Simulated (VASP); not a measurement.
Here is a VASP 6.6.1 calculation.

File INCAR:

```
SYSTEM = AgBr
ALGO = Normal ; EDIFF = 1E-6
ENCUT = 500 ; GGA = VW
GGA_COMPAT = .False. ; ISIF = 2
ISMEAR = -1 ; LASPH = .True.
LCHARG = .True. ; LELF = .True.
LREAL = .False. ; LVHAR = .True.
LWAVE = .False. ; NBANDS = 16
NELM = 120 ; PREC = Accurate
SIGMA = 0.05
```

KPOINTS

```
k-points
0
Gamma
  8 8 8
  0 0 0
```

Contents of POSCAR:

```
AgBr
1.0
    0.0000000000      2.8508866679      2.8508866679
    2.8508866679      0.0000000000      2.8508866679
    2.8508866679      2.8508866679      0.0000000000
Ag Br
1 1
Direct
    0.0000000000      0.0000000000      0.0000000000
    0.5000000000      0.5000000000      0.5000000000
```

Potentials or basis: VASP PAW PBE potentials, release 64 (Ag, Br).

Launch:

```bash
$ cat potpaw_PBE.64/Ag/POTCAR potpaw_PBE.64/Br/POTCAR > POTCAR
$ mpirun -np 1 vasp_std > vasp.out
```

(1) Estimate the pressure.

(2) What does it give for the band gap on the k mesh?

Answers

(1) -3.4 GPa.

(2) 0.38 eV, indirect (least direct gap 2.38 eV).

Caveat: the PAW data sets were made with another functional, which shifts forces and pressure a little.
